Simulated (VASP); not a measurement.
A run of VASP 6.6.1:

INCAR

```
ALGO = Normal ; EDIFF = 1E-6
ENCUT = 500 ; GGA = PS
GGA_COMPAT = False ; ISIF = 2
ISMEAR = 0 ; LASPH = True
LCHARG = False ; LREAL = False
LWAVE = False ; NBANDS = 34
NELM = 120 ; PREC = Accurate
SIGMA = 0.05
```

The input KPOINTS:

```
k-points
0
Gamma
  8 8 8
```

The input POSCAR:

```
SrRu3
1.0
    4.0558937728     -0.0202794689      0.0000000000
   -0.0202794689      4.0558937728      0.0000000000
    0.0000000000      0.0000000000      4.0558937728
Sr Ru
1 3
Direct
    0.0000000000      0.0000000000      0.0000000000
    0.0000000000      0.5000000000      0.5000000000
    0.5000000000      0.5000000000      0.0000000000
    0.5000000000      0.0000000000      0.5000000000
```

Potentials or basis: VASP PAW PBE potentials, release 64 (Sr_sv, Ru_pv).

Command:

```bash
$ cat potpaw_PBE.64/Sr_sv/POTCAR potpaw_PBE.64/Ru_pv/POTCAR > POTCAR
$ mpirun -np 1 vasp_std > vasp.out
```

Hardware: 1 thread of Intel(R) Xeon(R) Platinum 8259CL CPU @ 2.50GHz (Skylake/Cascade Lake), on a shared host.

Problem. Estimate the wall time of this run.

Solution. It took 3.5 min on 1 thread of Intel(R) Xeon(R) Platinum 8259CL CPU @ 2.50GHz (Skylake/Cascade Lake), on a shared host, peak memory 0.31 GiB. Counts: scf iterations 15, k points 105.
